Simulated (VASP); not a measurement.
# TiAl (Pm-3m) in VASP: notebook

Runs on TiAl. Level: PBE. Tasks: relaxation of cell and atoms, single point.

All numbers are computed with VASP 6.6.1; they aren't measurements. Logs are shortened: lines on timing, memory, paths and dates and some standing lists are left out, and cuts for length are marked.

## 1. The cell of the first run

It takes space group Pm-3m (No. 221, cubic). Conventional cell: a = 3.018 Å, b = 3.018 Å, c = 3.018 Å, α = 90.00°, β = 90.00°, γ = 90.00°. Within 3.4 Å of Ti (site symmetry m-3m) lie 8 Al at 2.61 Å and 6 Ti at 3.02 Å. Within 3.4 Å of Al (site symmetry m-3m) lie 8 Ti at 2.61 Å and 6 Al at 3.02 Å.

## 2. Relaxation of cell and atoms, PBE

INCAR reads:

```
PREC = Accurate ; ENCUT = 600
EDIFF = 1E-7 ; ISMEAR = 0
SIGMA = 0.1 ; LREAL = False
LASPH = True ; NELM = 60
ALGO = Fast ; ISIF = 3
LWAVE = False ; LCHARG = False
GGA = PE ; IBRION = 2
NSW = 100 ; EDIFFG = -0.05
```

KPOINTS reads:

```
Automatic mesh
0
Gamma
  6 6 6
```

POSCAR reads:

```
TiAl
1.0
    3.0180000000      0.0000000000      0.0000000000
    0.0000000000      3.0180000000      0.0000000000
    0.0000000000      0.0000000000      3.0180000000
Ti Al
1 1
Direct
    0.5000000000      0.5000000000      0.5000000000
    0.0000000000      0.0000000000      0.0000000000
```

Potentials or basis: VASP PAW PBE potentials, release 64 (Ti_sv, Al).

On the command line:

```
cat potpaw_PBE.64/Ti_sv/POTCAR potpaw_PBE.64/Al/POTCAR > POTCAR
mpirun -np 1 vasp_std > vasp.out
```

OUTCAR:

```text
PREC = Accurate
   ENCUT = 600
   EDIFF = 1E-7
   ISMEAR = 0
   LREAL = False
   LASPH = True
   NELM = 60
   ISIF = 3
   GGA = PE
   IBRION = 2
   NSW = 100
   EDIFFG = -0.05

 ion  position               nearest neighbor table
   1  0.500  0.500  0.500-   2 2.61   2 2.61   2 2.61   2 2.61   2 2.61   2 2.61   2 2.61   2 2.61

   2  0.000  0.000  0.000-   1 2.61   1 2.61   1 2.61   1 2.61   1 2.61   1 2.61   1 2.61   1 2.61

  LATTYP: Found a simple cubic cell.
 ALAT       =     3.0180000000

  Lattice vectors:

 A1 = (   3.0180000000,   0.0000000000,   0.0000000000)
 A2 = (   0.0000000000,   3.0180000000,   0.0000000000)
 A3 = (   0.0000000000,   0.0000000000,   3.0180000000)

Analysis of symmetry for initial positions (statically):
=====================================================================
 Subroutine PRICEL returns:
 Original cell was already a primitive cell.

 Routine SETGRP: Setting up the symmetry group for a
 simple cubic supercell.

 Subroutine GETGRP returns: Found 48 space group operations
 (whereof 48 operations were pure point group operations)
 out of a pool of 48 trial point group operations.

The static configuration has the point symmetry O_h .

Analysis of symmetry for dynamics (positions and initial velocities):
=====================================================================
 Subroutine PRICEL returns:
 Original cell was already a primitive cell.

 Routine SETGRP: Setting up the symmetry group for a
 simple cubic supercell.

 Subroutine GETGRP returns: Found 48 space group operations
 (whereof 48 operations were pure point group operations)
 out of a pool of 48 trial point group operations.

The dynamic configuration has the point symmetry O_h .

 Subroutine INISYM returns: Found 48 space group operations
 (whereof 48 operations are pure point group operations),
 and found     1 'primitive' translations

----------------------------------------------------------------------------------------

                                     Primitive cell

  volume of cell :      27.4889

  direct lattice vectors                    reciprocal lattice vectors
     3.018000000  0.000000000  0.000000000     0.331345262  0.000000000  0.000000000
     0.000000000  3.018000000  0.000000000     0.000000000  0.331345262  0.000000000
     0.000000000  0.000000000  3.018000000     0.000000000  0.000000000  0.331345262

  length of vectors
     3.018000000  3.018000000  3.018000000     0.331345262  0.331345262  0.331345262

  position of ions in fractional coordinates (direct lattice)
     0.500000000  0.500000000  0.500000000
     0.000000000  0.000000000  0.000000000

  ion indices of the primitive-cell ions
   primitive index   ion index
                 1           1
                 2           2

----------------------------------------------------------------------------------------

 KPOINTS: Automatic mesh

Automatic generation of k-mesh.
 Grid dimensions read from file:
 generate k-points for:    6    6    6

 Generating k-lattice:

  Cartesian coordinates                     Fractional coordinates (reciprocal lattice)
     0.055224210  0.000000000  0.000000000     0.166666667  0.000000000  0.000000000
     0.000000000  0.055224210  0.000000000     0.000000000  0.166666667  0.000000000
     0.000000000  0.000000000  0.055224210     0.000000000  0.000000000  0.166666667

  Length of vectors
     0.055224210  0.055224210  0.055224210

  Shift w.r.t. Gamma in fractional coordinates (k-lattice)
     0.000000000  0.000000000  0.000000000

 Subroutine IBZKPT returns following result:
 ===========================================

 Found     20 irreducible k-points:

 Following reciprocal coordinates:
            Coordinates               Weight
  0.000000  0.000000  0.000000      1.000000
  0.166667  0.000000  0.000000      6.000000
  0.333333  0.000000  0.000000      6.000000
  0.500000  0.000000  0.000000      3.000000
  0.166667  0.166667  0.000000     12.000000
  0.333333  0.166667  0.000000     24.000000
[... 12 lines left out ...]
  0.500000  0.500000  0.333333      6.000000
  0.500000  0.500000  0.500000      1.000000
   k-points           NKPTS =     20   k-points in BZ     NKDIM =     20   number of bands    NBANDS=     11
   number of dos      NEDOS =    301   number of ions     NIONS =      2
   total plane-waves  NPLWV =  13824
   dimension x,y,z NGX =    24 NGY =   24 NGZ =   24
   dimension x,y,z NGXF=    48 NGYF=   48 NGZF=   48
   ions per type =               1   1
   NGX,Y,Z   is equivalent  to a cutoff of  13.22, 13.22, 13.22 a.u.
   NGXF,Y,Z  is equivalent  to a cutoff of  26.44, 26.44, 26.44 a.u.
 SYSTEM =  unknown system
   PREC   = accura    normal or accurate (medium, high low for compatibility)
   ISTART =      0    job   : 0-new  1-cont  2-samecut
   ICHARG =      2    charge: 1-file 2-atom 10-const
   ISPIN  =      1    spin polarized calculation?
   LNONCOLLINEAR =      F non collinear calculations
   LSORBIT =      F    spin-orbit coupling
   LASPH  =      T    aspherical Exc in radial PAW
   ENCUT  =  600.0 eV  44.10 Ry    6.64 a.u.   6.03  6.03  6.03*2*pi/ulx,y,z
   NELM   =     60;   NELMIN=  2; NELMDL= -5     # of ELM steps
   EDIFF  = 0.1E-06   stopping-criterion for ELM
   LREAL  =      F    real-space projection
   EDIFFG = -.5E-01   stopping-criterion for IOM
   NSW    =    100    number of steps for IOM
   IBRION =      2    ionic relax: 0-MD 1-quasi-New 2-CG
   NFREE  =      1    steps in history (QN), initial steepest desc. (CG)
   ISIF   =      3    stress and relaxation
   ISYM   =      2    0-nonsym 1-usesym 2-fastsym
   POTIM  = 0.5000    time-step for ionic-motion
   TEBEG  =    0.0;   TEEND  =   0.0 temperature during run
   PSTRESS=    0.0 pullay stress
   NELECT =      15.0000    total number of electrons
   NUPDOWN=      -1.0000    fix difference up-down
   EMIN   =  10.00;   EMAX   =-10.00  energy-range for DOS
   EFERMI =   0.00;   METHOD = LEGACY
   ISMEAR =     0;   SIGMA  =   0.10  broadening in eV -4-tet -1-fermi 0-gaus
   EFERMI_NEDOS =   21; number of points for ismear=-14 and -15
   IALGO  =     68    algorithm
   IMIX   =      4    mixing-type and parameters
     AMIX     =   0.40;   BMIX     =  1.00
     AMIX_MAG =   1.60;   BMIX_MAG =  1.00
  volume/ion in A,a.u.               =      13.74        92.75
  Fermi-wavevector in a.u.,A,eV,Ry     =   1.337784  2.528045 24.349887  1.789666
  Thomas-Fermi vector in A             =   2.466306
   LORBIT       =      0    0 simple, 1 ext, 2 COOP (PROOUT), +10 PAW based schemes
   GGA     = PE    functional components
   LHFCALC =     F    Hartree Fock is set to
   AEXX    =    0.0000 exact exchange contribution
   IVDW    =     0    specifies the selected vdW correction
   LEPSILON=     F    determine dielectric tensor
   LRPA    =     F    only Hartree local field effects (RPA)
 conjugate gradient relaxation of ions
 non-spin polarized calculation
 RMM-DIIS sequential band-by-band and
 Gauss-broadening in eV      SIGMA  =   0.10
  energy-cutoff  :      600.00
  volume of cell :       27.49
 maximum number of plane-waves:       931
   NGX = 13   NGY = 13   NGZ = 13

--------------------------------------- Ionic step        1  -------------------------------------------

 number of electron      14.9999999 magnetization

 Free energy of the ion-electron system (eV)
  ---------------------------------------------------
  ext. energy  EPLUGINS =         0.00000000
  ---------------------------------------------------
  free energy    TOTEN  =       -11.78881136 eV

  energy without entropy =      -11.77862069  energy(sigma->0) =      -11.78371603

 E-fermi :  10.5289     XC(G=0): -11.7748

 val. band max:       10.4492404974   @ k =   0.3333   0.3333   0.1667
 cond. band min:      10.6076713703   @ k =   0.3333   0.1667   0.1667
 fundamental gap:      0.1584308729
 Fermi energy:        10.5289470715

 k-point     1 :       0.0000    0.0000    0.0000
  band No.  band energies     occupation
      1     -46.0514      2.00000
      2     -22.2332      2.00000
      3     -22.2332      2.00000
      4     -22.2332      2.00000
      5       0.5622      2.00000
      6       8.6774      2.00000
      7       8.6774      2.00000
      8      12.7079      0.00000
      9      12.7079      0.00000
     10      12.7080      0.00000
     11      15.7736      0.00000
[... 297 lines left out ...]
  energy  without entropy=      -11.7786206948  energy(sigma->0) =      -11.78371603

--------------------------------------- Ionic step        2  -------------------------------------------

 number of electron      15.0000003 magnetization

------------------------ aborting loop EDIFF was not reached (unconverged)  ----------------------------

  FORCE on cell =-STRESS in cart. coord.  units (eV):
  Direction    XX          YY          ZZ          XY          YZ          ZX
  --------------------------------------------------------------------------------------
  -------------------------------------------------------------------------------------
  Total        0.2812687      0.2812687      0.2812687      0.0000000      0.0000000     -0.0000000
  in kB       12.2305531     12.2305531     12.2305531      0.0000000      0.0000000     -0.0000000
  external PRESSURE =      12.2305531 kB  Pullay stress =       0.0000000 kB

 VOLUME and BASIS-vectors are now :
 -----------------------------------------------------------------------------
  energy-cutoff  :      600.00
  volume of cell :       36.85
      direct lattice vectors                 reciprocal lattice vectors
     3.327581115  0.000000000  0.000000000     0.300518595 -0.000000000  0.000000000
     0.000000000  3.327581115  0.000000000    -0.000000000  0.300518595  0.000000000
    -0.000000000 -0.000000000  3.327581115    -0.000000000 -0.000000000  0.300518595
[... 120 lines left out ...]
  energy  without entropy=      -12.0581532726  energy(sigma->0) =      -12.06382211

--------------------------------------- Ionic step        6  -------------------------------------------

 number of electron      14.9999994 magnetization

 Free energy of the ion-electron system (eV)
  ---------------------------------------------------
  ext. energy  EPLUGINS =         0.00000000
  ---------------------------------------------------
  free energy    TOTEN  =       -12.11398558 eV

  energy without entropy =      -12.10179739  energy(sigma->0) =      -12.10789148

 E-fermi :   8.7503     XC(G=0): -11.0660

 val. band max:        8.6865987270   @ k =   0.3333   0.3333   0.1667
 cond. band min:       8.8085103745   @ k =   0.3333   0.1667   0.0000
 fundamental gap:      0.1219116476
 Fermi energy:         8.7503423309

 k-point     1 :       0.0000    0.0000    0.0000
  band No.  band energies     occupation
      1     -48.1688      2.00000
      2     -24.3712      2.00000
      3     -24.3712      2.00000
      4     -24.3712      2.00000
      5      -0.5306      2.00000
      6       7.3032      2.00000
      7       7.3032      2.00000
      8      10.5301      0.00000
      9      10.5301      0.00000
     10      10.5301      0.00000
     11      13.1137      0.00000
[... 293 lines left out ...]
  FREE ENERGIE OF THE ION-ELECTRON SYSTEM (eV)
  ---------------------------------------------------
  free  energy   TOTEN  =       -12.1139855794 eV

  energy  without entropy=      -12.1017973867  energy(sigma->0) =      -12.10789148

 reached required accuracy - stopping structural energy minimisation
```

It took 2.8 min on 1 thread of Intel Xeon 8259CL, shared host; peak memory 0.15 GiB.

What came out:

* Free energy: -12.1140 eV
* Relaxed volume: 16.14 Å³/atom
* Relaxed cell: a = 3.184 Å, b = 3.184 Å, c = 3.184 Å, α = 90.00°, β = 90.00°, γ = 90.00°
* Space group after relaxing (to 0.05 Å): Pm-3m (No. 221)
* Energy gained by relaxing: 162.6 meV/atom
* Ionic steps: 6
* Pressure after relaxing: 0.0 GPa

The path:
| step | energy change (eV) | largest force (eV/Å) | pressure (GPa) | volume (Å³) |
| --- | --- | --- | --- | --- |
| 1 | 0.0000 | 0.0000 | 24.79 | 27.49 |
| 2 | 2.4785 | 0.0000 | 1.22 | 36.85 |
| 3 | -0.0363 | 0.0000 | -12.12 | 37.58 |
| 4 | -0.1317 | 0.0000 | -11.47 | 37.05 |
| 5 | -0.2807 | 0.0000 | 7.79 | 30.36 |
| 6 | -0.3252 | 0.0000 | 0.04 | 32.28 |

Final structure:
```
Ti Al
1.0
     3.18412    0.00000    0.00000
     0.00000    3.18412    0.00000
     0.00000    0.00000    3.18412
Ti Al
1 1
Direct
  0.50000 0.50000 0.50000
  0.00000 0.00000 0.00000
```

Caveat: the volume moved by over 15 % at a fixed basis, so the end points are rough; the volume moved by +17 % from the deposited cell, more than functionals usually miss.

## 3. Single point, PBE

INCAR reads:

```
SYSTEM = TiAl
ALGO     = Normal         ! electronic algorithm
EDIFF    = 1E-6           ! SCF threshold, eV
ENCUT    = 500            ! plane-wave cutoff, eV
GGA      = PE             ! functional
GGA_COMPAT= .FALSE.      
ISIF     = 2              ! what is computed and relaxed
ISMEAR   = 0              ! smearing method
LASPH    = .TRUE.         ! aspherical terms in the spheres
LCHARG   = .FALSE.        ! write CHGCAR
LREAL    = .FALSE.        ! projectors in reciprocal space
LWAVE    = .FALSE.        ! write WAVECAR
NBANDS   = 14             ! bands
NELM     = 120            ! most SCF steps
PREC     = Accurate       ! precision mode
SIGMA    = 0.1            ! smearing width, eV
```

KPOINTS reads:

```
k-points
0
G
  6 6 6
  0 0 0
```

POSCAR is that of step 2.

Potentials or basis: VASP PAW PBE potentials, release 64 (Ti_sv, Al).

On the command line:

```
cat potpaw_PBE.64/Ti_sv/POTCAR potpaw_PBE.64/Al/POTCAR > POTCAR
mpirun -np 1 vasp_std > vasp.out
```

It took 16 s on 1 thread of AMD EPYC 7R13, shared host; peak memory 0.11 GiB.

The run converged. Its results:

```yaml
Free_energy: -11.7886 eV
Pressure: 24.7 GPa
```

Levels at points of the mesh, in eV from the Fermi level:
```csv
k point,band 5,band 6,band 7,band 8,band 9,band 10
"(0.00, 0.00, 0.00)",-9.97,-1.85,-1.85,2.18,2.18,2.18
"(0.50, 0.00, 0.00)",-6.22,-5.65,-0.74,0.19,0.19,2.44
"(0.50, 0.50, 0.00)",-5.48,-2.11,-2.11,-1.67,0.79,0.79
"(0.50, 0.50, 0.50)",-3.61,-3.61,-3.61,1.60,3.42,3.42
```
